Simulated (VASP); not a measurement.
Crystal: Y4I.

```
CELL_PARAMETERS angstrom
5.35253 0.00000 0.00000
0.00000 5.35253 0.00000
0.00000 0.00000 5.35253
ATOMIC_POSITIONS crystal
Y 0.25000 0.25000 0.25000
Y 0.75000 0.75000 0.25000
Y 0.25000 0.75000 0.75000
Y 0.75000 0.25000 0.75000
I 0.00000 0.00000 0.00000
```

The cell was built from a structure type or drawn by symmetry, and may not be a known phase.

```yaml
Program: VASP 6.6.1
Task: relaxation of cell and atoms
Functional: PBE
Potentials_or_basis: VASP PAW PBE potentials, release 64 (Y_sv, I)
Cutoff: 600 eV
k_mesh: 4 × 4 × 4
Occupations: gaussian, width 0.1 eV
Spin: no spin polarisation
```

At the start: pressure 30.6 GPa; volume 30.67 Å³/atom.

Q: How do energy, volume and symmetry change on relaxing?

A: Over 12 steps the energy falls by 1633.4 meV/atom and the volume is 39.62 Å³/atom (+29.2 %); space group P-43m (No. 215, to 0.1 Å) before and after.

The path:
```csv
step,energy change (eV),largest force (eV/Å),pressure (GPa),volume (Å³)
1,0.0000,10.2151,30.60,153.35
2,-4.9099,0.5451,-5.36,323.52
3,-7.7898,0.5781,-3.23,222.39
4,-7.8388,0.6780,-2.76,218.07
5,-7.8718,0.9658,-1.47,208.87
6,-7.8740,0.9201,-1.65,210.10
7,-8.0722,0.6527,-0.30,199.82
8,-8.1221,0.3550,1.11,191.78
9,-8.1645,0.0246,0.39,195.78
10,-8.1659,0.0522,0.22,196.81
11,-8.1659,0.0448,0.23,196.71
12,-8.1671,0.0054,-0.03,198.12
```

Final structure:
```cif
data_structure
_symmetry_space_group_name_H-M 'P 1'
_symmetry_Int_Tables_number 1
_cell_length_a 5.8297
_cell_length_b 5.8297
_cell_length_c 5.8297
_cell_angle_alpha 90.000
_cell_angle_beta 90.000
_cell_angle_gamma 90.000
_cell_volume 198.12
loop_
_atom_site_label
_atom_site_type_symbol
_atom_site_fract_x
_atom_site_fract_y
_atom_site_fract_z
_atom_site_occupancy
Y1 Y 0.28856 0.28856 0.28856 1
Y2 Y 0.71144 0.71144 0.28856 1
Y3 Y 0.28856 0.71144 0.71144 1
Y4 Y 0.71144 0.28856 0.71144 1
I1 I 0.00000 0.00000 0.00000 1
```

Caveat: the volume moved by over 15 % at a fixed basis, so the end points are rough; an odd number of electrons without spin polarisation forces a metal; a magnetic or distorted state may lie lower.
